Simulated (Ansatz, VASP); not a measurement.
**Ti3Al: VASP beside Ansatz**

```
Ti Al
1.0
     2.96607    0.00000    0.00000
    -1.48303    2.56869    0.00000
     0.00000    0.00000    9.34778
Ti Al
3 1
Direct
  0.33333 0.66667 0.24941
  0.33333 0.66667 0.75059
  0.66667 0.33333 0.00000
  0.66667 0.33333 0.50000
```

Alike in both runs: task single point; functional LDA; k mesh 10 × 10 × 3; occupations fermi-dirac, width 0.05 eV; no spin polarisation.

|  | VASP | Ansatz |
| --- | --- | --- |
| version | VASP 6.6.1 | Ansatz 0.2.0 |
| potentials or method | VASP PAW LDA potentials, release 64 (Ti_sv, Al) | Ansatz PAW |
| plane-wave cutoff (eV) | 520 | 420 |
| valence electrons in the cell | 39 | 39 |

```tsv
	VASP	Ansatz	Ansatz less VASP
gap on the k mesh at the Fermi level (eV)	none	none	-
pressure (GPa)	-10.5	-10.5	-0.03
traceless stress, the component that is largest in VASP (GPa)	-0.19	-0.23	-0.036
rms of the force components (eV/Å)	0.067	0.065	-0.0017
```

LDA's correlation is that of Perdew and Zunger in VASP and of Perdew and Wang (1992) in Ansatz. Atom by atom the forces differ by 0.002 eV/Å (rms over components). A gap of «none» marks a metal or a gap that the smearing closes.
